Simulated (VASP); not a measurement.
Wanted: the native input for a VASP 6.6.1 run.

```yaml
Task: single point
Functional: PBE
Potentials_or_basis: VASP PAW PBE potentials, release 64 (Al)
Cutoff: 500 eV
k_mesh: 18 × 18 × 18
Occupations: gaussian, width 0.1 eV
Spin: no spin polarisation
Dipole_correction: no
Further_INCAR_settings: ALGO = Normal; EDIFF = 1e-06; NBANDS = 8
```

The structure of Al lies in POSCAR:

```
Al
1.0
    0.0000000000      2.0204130918      2.0204130918
    2.0204130918      0.0000000000      2.0204130918
    2.0204130918      2.0204130918      0.0000000000
Al
1
Direct
    0.0000000000      0.0000000000      0.0000000000
```

These files were run (other wordings do the same):

INCAR

```
SYSTEM = Al
  PREC = Accurate
  ENCUT = 500
  EDIFF = 1E-6
  ISMEAR = 0
  SIGMA = 0.1
  LREAL = .False.
  LASPH = .True.
  NELM = 120
  ALGO = Normal
  ISIF = 2
  LWAVE = .False.
  LCHARG = .False.
  GGA = PE
  NBANDS = 8
  GGA_COMPAT = .False.
```

KPOINTS

```
Automatic mesh
0
Gamma
  18 18 18
  0 0 0
```

Potentials or basis: VASP PAW PBE potentials, release 64 (Al).

Run with:

```bash
$ cat potpaw_PBE.64/Al/POTCAR > POTCAR
$ mpirun -np 1 vasp_std > vasp.out
```

It gave:

| Item | Value |
| --- | --- |
| Pressure | 0.0 GPa |

Run time: 14 s on 1 thread of Intel Xeon 6975P-C (shared host), peak memory 0.14 GiB.
